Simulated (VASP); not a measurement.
The system is Zn4SnN.

```
Zn Sn N
1.0
     2.70965   -4.27931    0.00000
     2.70965    4.27931    0.00000
     0.00000    0.00000    4.10523
Zn Sn N
4 1 1
Direct
  0.34245 0.65755 0.00000
  0.65755 0.34245 0.00000
  0.50000 0.00000 0.50000
  0.00000 0.50000 0.50000
  0.00000 0.00000 0.00000
  0.50000 0.50000 0.50000
```

The cell was generated, and may not be a known phase.

```yaml
Program: VASP 6.6.1
Task: relaxation of cell and atoms
Functional: PBE
Potentials_or_basis: VASP PAW PBE potentials, release 64 (Zn, Sn_d, N)
Cutoff: 600 eV
k_mesh: 4 × 4 × 4
Occupations: gaussian, width 0.1 eV
Spin: no spin polarisation
```

At the start: pressure 0.5 GPa; volume 15.87 Å³/atom.

Problem. How do energy, volume and symmetry change on relaxing?

Solution. Over 27 steps the energy falls by 108.5 meV/atom and the volume is 17.73 Å³/atom (+11.8 %); space group Cmmm (No. 65, to 0.1 Å) before and after.

The path:
```csv
step,energy change (eV),largest force (eV/Å),pressure (GPa),volume (Å³)
1,0.0000,0.5812,0.51,95.20
2,-0.0594,0.4545,-0.04,95.89
3,-0.1477,0.0930,-0.88,97.73
4,-0.1489,0.1905,-0.92,97.96
5,-0.1897,0.2314,0.63,96.38
6,-0.1964,0.2124,2.10,95.12
7,-0.2179,0.0353,1.41,96.17
8,-0.2325,0.1684,0.74,97.47
9,-0.2407,0.5408,-0.25,99.84
10,-0.2408,0.3868,0.09,98.92
11,-0.2416,0.4397,-0.02,99.23
12,-0.2663,0.3819,-0.32,100.63
13,-0.2723,0.3425,-0.41,101.32
14,-0.2835,0.2254,-0.30,102.63
15,-0.4495,0.1224,-0.42,104.95
16,-0.3763,1.7306,3.11,108.22
17,-0.5786,0.5475,0.02,106.25
18,-0.5852,0.9787,0.97,107.19
19,-0.5976,0.7680,0.44,106.78
20,-0.5990,0.8417,0.48,107.51
21,-0.6003,0.8108,0.45,107.22
22,-0.6074,0.7421,0.33,107.30
23,-0.6249,0.5437,-0.04,107.54
24,-0.6427,0.1738,-0.77,108.02
25,-0.6439,0.0618,-1.07,108.18
26,-0.6474,0.0543,-0.77,107.66
27,-0.6509,0.0353,0.02,106.40
```

Final structure:
```
Zn Sn N
1.0
     3.48584   -5.11143    0.00000
     3.48584    5.11143    0.00000
     0.00000    0.00000    2.98587
Zn Sn N
4 1 1
Direct
  0.36929 0.63071 0.00000
  0.63071 0.36929 0.00000
  0.50000 0.00000 0.50000
  0.00000 0.50000 0.50000
  0.00000 0.00000 0.00000
  0.50000 0.50000 0.50000
```

Caveat: the k points lie up to 0.53 Å⁻¹ apart in the final cell, too coarse for converged energies and pressures of a metal; a cell axis changed by over 15 % at a fixed basis, so the end point is rough.
